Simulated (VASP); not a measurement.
# BP in VASP: notebook, part 3 of 3

VASP 6.6.1. Earlier steps stand in the parts before.

### Step 6. Single point, RPBE

Input file INCAR:

```
SYSTEM = BP
  PREC = Accurate
  ENCUT = 500
  EDIFF = 1E-6
  ISMEAR = -1
  SIGMA = 0.02
  LREAL = .False.
  LASPH = .True.
  NELM = 120
  ALGO = Normal
  ISIF = 2
  LWAVE = .False.
  LCHARG = .False.
  GGA = RP
  NBANDS = 11
  GGA_COMPAT = .False.
```

Input file KPOINTS:

```
Automatic mesh
0
Gamma
  7 7 7
  0 0 0
```

Input file POSCAR:

```
BP
1.0
    0.0000000000      2.2841266667      2.2390465330
    2.2841266667      0.0000000000      2.2390465330
    2.2841266667      2.2841266667      0.0000000000
B P
1 1
Direct
    0.0000000000      0.0000000000      0.0000000000
    0.2500000000      0.2500000000      0.2500000000
```

Potentials or basis: VASP PAW PBE potentials, release 64 (B, P).

On the command line:

```bash
$ cat potpaw_PBE.64/B/POTCAR potpaw_PBE.64/P/POTCAR > POTCAR
$ mpirun -np 1 vasp_std > vasp.out
```

OUTCAR:

```text
SYSTEM = BP
   PREC = Accurate
   ENCUT = 500
   EDIFF = 1E-6
   ISMEAR = -1
   LREAL = .False.
   LASPH = .True.
   NELM = 120
   ISIF = 2
   GGA = RP

 ion  position               nearest neighbor table
   1  0.000  0.000  0.000-   2 1.97   2 1.97   2 1.97   2 1.97
   2  0.250  0.250  0.250-   1 1.97   1 1.97   1 1.97   1 1.97

  LATTYP: Found a body centered tetragonal cell.
 ALAT       =     3.2302429102
 C/A-ratio  =     1.3863022659

  Lattice vectors:

 A1 = (   0.0000000000,  -2.2841266667,  -2.2390465330)
 A2 = (   0.0000000000,   2.2841266667,  -2.2390465330)
 A3 = (   2.2841266667,   0.0000000000,   2.2390465330)

Analysis of symmetry for initial positions (statically):
=====================================================================
 Subroutine PRICEL returns:
 Original cell was already a primitive cell.

 Routine SETGRP: Setting up the symmetry group for a
 body centered tetragonal supercell.

 Subroutine GETGRP returns: Found  8 space group operations
 (whereof  8 operations were pure point group operations)
 out of a pool of 16 trial point group operations.

The static configuration has the point symmetry D_2d.

Analysis of symmetry for dynamics (positions and initial velocities):
=====================================================================
 Subroutine PRICEL returns:
 Original cell was already a primitive cell.

 Routine SETGRP: Setting up the symmetry group for a
 body centered tetragonal supercell.

 Subroutine GETGRP returns: Found  8 space group operations
 (whereof  8 operations were pure point group operations)
 out of a pool of 16 trial point group operations.

The dynamic configuration has the point symmetry D_2d.

 Subroutine INISYM returns: Found  8 space group operations
 (whereof  8 operations are pure point group operations),
 and found     1 'primitive' translations

----------------------------------------------------------------------------------------

                                     Primitive cell

  volume of cell :      23.3633

  direct lattice vectors                    reciprocal lattice vectors
     0.000000000  2.284126667  2.239046533    -0.218902046  0.218902046  0.223309338
     2.284126667  0.000000000  2.239046533     0.218902046 -0.218902046  0.223309338
     2.284126667  2.284126667  0.000000000     0.218902046  0.218902046 -0.223309338

  length of vectors
     3.198525286  3.198525286  3.230242910     0.381710979  0.381710979  0.381710979

  position of ions in fractional coordinates (direct lattice)
     0.000000000  0.000000000  0.000000000
     0.250000000  0.250000000  0.250000000

  ion indices of the primitive-cell ions
   primitive index   ion index
                 1           1
                 2           2

----------------------------------------------------------------------------------------

 KPOINTS: Automatic mesh

Automatic generation of k-mesh.
 Grid dimensions read from file:
 generate k-points for:    7    7    7

 Generating k-lattice:

  Cartesian coordinates                     Fractional coordinates (reciprocal lattice)
    -0.031271721  0.031271721  0.031901334     0.142857143 -0.000000000  0.000000000
     0.031271721 -0.031271721  0.031901334    -0.000000000  0.142857143  0.000000000
     0.031271721  0.031271721 -0.031901334     0.000000000  0.000000000  0.142857143

  Length of vectors
     0.054530140  0.054530140  0.054530140

  Shift w.r.t. Gamma in fractional coordinates (k-lattice)
     0.000000000  0.000000000  0.000000000

 Subroutine IBZKPT returns following result:
 ===========================================

 Found     40 irreducible k-points:

 Following reciprocal coordinates:
            Coordinates               Weight
  0.000000  0.000000  0.000000      1.000000
  0.142857  0.000000  0.000000      8.000000
  0.285714  0.000000  0.000000      8.000000
  0.428571  0.000000  0.000000      8.000000
  0.142857  0.142857  0.000000      2.000000
  0.285714  0.142857  0.000000      8.000000
[... 16 lines left out ...]
  0.428571  0.285714  0.142857      8.000000
 -0.428571  0.285714  0.142857     16.000000
 [... further k-points ...]
   k-points           NKPTS =     40   k-points in BZ     NKDIM =     40   number of bands    NBANDS=     11
   number of dos      NEDOS =    301   number of ions     NIONS =      2
   total plane-waves  NPLWV =  13824
   dimension x,y,z NGX =    24 NGY =   24 NGZ =   24
   dimension x,y,z NGXF=    48 NGYF=   48 NGZF=   48
   ions per type =               1   1
   NGX,Y,Z   is equivalent  to a cutoff of  12.47, 12.47, 12.35 a.u.
   NGXF,Y,Z  is equivalent  to a cutoff of  24.95, 24.95, 24.70 a.u.
 SYSTEM =  BP
   PREC   = accura    normal or accurate (medium, high low for compatibility)
   ISTART =      0    job   : 0-new  1-cont  2-samecut
   ICHARG =      2    charge: 1-file 2-atom 10-const
   ISPIN  =      1    spin polarized calculation?
   LNONCOLLINEAR =      F non collinear calculations
   LSORBIT =      F    spin-orbit coupling
   LASPH  =      T    aspherical Exc in radial PAW
   ENCUT  =  500.0 eV  36.75 Ry    6.06 a.u.   5.83  5.83  5.89*2*pi/ulx,y,z
   NELM   =    120;   NELMIN=  2; NELMDL= -5     # of ELM steps
   EDIFF  = 0.1E-05   stopping-criterion for ELM
   LREAL  =      F    real-space projection
   EDIFFG = 0.1E-04   stopping-criterion for IOM
   NSW    =      0    number of steps for IOM
   IBRION =     -1    ionic relax: 0-MD 1-quasi-New 2-CG
   NFREE  =      0    steps in history (QN), initial steepest desc. (CG)
   ISIF   =      2    stress and relaxation
   ISYM   =      2    0-nonsym 1-usesym 2-fastsym
   POTIM  = 0.5000    time-step for ionic-motion
   TEBEG  =    0.0;   TEEND  =   0.0 temperature during run
   PSTRESS=    0.0 pullay stress
   NELECT =       8.0000    total number of electrons
   NUPDOWN=      -1.0000    fix difference up-down
   EMIN   =  10.00;   EMAX   =-10.00  energy-range for DOS
   EFERMI =   0.00;   METHOD = LEGACY
   ISMEAR =    -1;   SIGMA  =   0.02  broadening in eV -4-tet -1-fermi 0-gaus
   EFERMI_NEDOS =   21; number of points for ismear=-14 and -15
   IALGO  =     38    algorithm
   IMIX   =      4    mixing-type and parameters
     AMIX     =   0.40;   BMIX     =  1.00
     AMIX_MAG =   1.60;   BMIX_MAG =  1.00
  volume/ion in A,a.u.               =      11.68        78.83
  Fermi-wavevector in a.u.,A,eV,Ry     =   1.145320  2.164342 17.847562  1.311759
  Thomas-Fermi vector in A             =   2.282009
   LORBIT       =      0    0 simple, 1 ext, 2 COOP (PROOUT), +10 PAW based schemes
   GGA     = RP    functional components
   LHFCALC =     F    Hartree Fock is set to
   AEXX    =    0.0000 exact exchange contribution
   IVDW    =     0    specifies the selected vdW correction
   LEPSILON=     F    determine dielectric tensor
   LRPA    =     F    only Hartree local field effects (RPA)
 non-spin polarized calculation
  energy-cutoff  :      500.00
  volume of cell :       23.36
 maximum number of plane-waves:       608
   NGX = 11   NGY = 11   NGZ = 11

 number of electron       8.0000000 magnetization

 Free energy of the ion-electron system (eV)
  ---------------------------------------------------
  ext. energy  EPLUGINS =         0.00000000
  ---------------------------------------------------
  free energy    TOTEN  =       -12.25811385 eV

  energy without entropy =      -12.25811385  energy(sigma->0) =      -12.25811385

 E-fermi :   8.0674     XC(G=0): -10.8341

 val. band max:        7.6517291824   @ k =   0.0000   0.0000   0.0000
 cond. band min:       8.6064263182   @ k =   0.4286   0.4286   0.0000
 fundamental gap:      0.9546971358
 Fermi energy:         8.0674270323

 k-point     1 :       0.0000    0.0000    0.0000
  band No.  band energies     occupation
      1      -7.9547      2.00000
      2       7.4606      2.00000
      3       7.4606      2.00000
      4       7.6517      2.00000
      5      10.8427      0.00000
      6      10.9566      0.00000
      7      10.9566      0.00000
      8      14.9330      0.00000
      9      19.1872      0.00000
     10      19.3029      0.00000
     11      19.8120      0.00000
[... 309 lines left out ...]
 k-point    24 :      -0.4286    0.2857    0.1429
  band No.  band energies     occupation
      1      -4.1147      2.00000
      2      -0.3186      2.00000
      3       2.5317      2.00000
      4       4.2411      2.00000
      5      11.6856      0.00000
      6      12.9376      0.00000
      7      15.1972      0.00000
      8      16.8185      0.00000
      9      19.0536      0.00000
     10      21.6938      0.00000
     11      25.2145      0.00000

 [... further k-points ...]
[... 5 lines left out ...]
  --------------------------------------------------------------------------------------
  -------------------------------------------------------------------------------------
  Total        0.2650508      0.2650508      1.0208044      0.0000000     -0.0000000      0.0000000
  in kB       18.1763332     18.1763332     70.0034793      0.0000000     -0.0000000      0.0000000
  external PRESSURE =      35.4520486 kB  Pullay stress =       0.0000000 kB

 VOLUME and BASIS-vectors are now :
 -----------------------------------------------------------------------------
  energy-cutoff  :      500.00
  volume of cell :       23.36
      direct lattice vectors                 reciprocal lattice vectors
     0.000000000  2.284126667  2.239046533    -0.218902046  0.218902046  0.223309338
     2.284126667  0.000000000  2.239046533     0.218902046 -0.218902046  0.223309338
     2.284126667  2.284126667  0.000000000     0.218902046  0.218902046 -0.223309338

 POSITION                                       TOTAL-FORCE (eV/Angst)
 -----------------------------------------------------------------------------------
      0.00000      0.00000      0.00000        -0.000000     -0.000000     -0.000000
      1.14206      1.14206      1.11952         0.000000      0.000000      0.000000
 -----------------------------------------------------------------------------------
    total drift:                                0.000000      0.000000     -0.000000

  FREE ENERGIE OF THE ION-ELECTRON SYSTEM (eV)
  ---------------------------------------------------
  free  energy   TOTEN  =       -12.2581138543 eV

  energy  without entropy=      -12.2581138543  energy(sigma->0) =      -12.25811385
```

stdout:

```text
POSCAR found type information on POSCAR B P
 POSCAR found :  2 types and       2 ions
 scaLAPACK will be used
 -----------------------------------------------------------------------------
|                                                                             |
|                                                                             |
|     You enforced a specific xc type in the INCAR file but a different       |
|     I HOPE YOU KNOW WHAT YOU ARE DOING!                                     |
|                                                                             |
 -----------------------------------------------------------------------------

 LDA part: xc-table for (Slater+PW92), standard interpolation
 POSCAR, INCAR and KPOINTS ok, starting setup
 FFT: planning ... GRIDC
 FFT: planning ... GRID_SOFT
 FFT: planning ... GRID
 WAVECAR not read
 entering main loop
```

It took 12 s on 1 thread of Intel Xeon 8259CL, shared host; peak memory 0.14 GiB.

What came out:

| Property | Result |
| --- | --- |
| Free energy | -12.2581 eV |
| Pressure | 3.5 GPa |
| Band gap on the k mesh | 0.95 eV, indirect (least direct gap 3.19 eV) |

Levels at points of the mesh, in eV from the valence-band top:
| k point | band 1 | band 2 | band 3 | band 4 | band 5 | band 6 | band 7 | band 8 |
| --- | --- | --- | --- | --- | --- | --- | --- | --- |
| (0.00, 0.00, 0.00) | -15.61 | -0.19 | -0.19 | 0.00 | 3.19 | 3.30 | 3.30 | 7.28 |

Caveat: the PAW data sets were made with another functional, which shifts forces and pressure a little.

### Step 7. The runs side by side

```csv
cell,gap on the mesh (eV),pressure (GPa)
"a = 3.209 Å, angles 60.0°, 2 atoms",1.25,3.6
"a = 3.244, b = 3.244, c = 3.145 Å, angles 61.0, 61.0, 58.0°, 2 atoms",0.80,3.5
"a = 3.232, b = 3.232, c = 3.166 Å, angles 60.7, 60.7, 58.7°, 2 atoms",0.95,3.5
"a = 3.220, b = 3.220, c = 3.187 Å, angles 60.3, 60.3, 59.3°, 2 atoms",1.10,3.5
"a = 3.199, b = 3.199, c = 3.230 Å, angles 59.7, 59.7, 60.7°, 2 atoms",0.95,3.5
```

Alike in all rows: task single point; level RPBE; potentials or basis VASP PAW PBE potentials, release 64 (B, P); no spin polarisation; k mesh 7 × 7 × 7; cutoff (eV) 500; smearing fermi-dirac 0.02 eV.

Caveats: the PAW data sets were made with another functional, which shifts forces and pressure a little.

Total energies depend on the potentials used, so only differences within one code and one set of settings carry meaning.
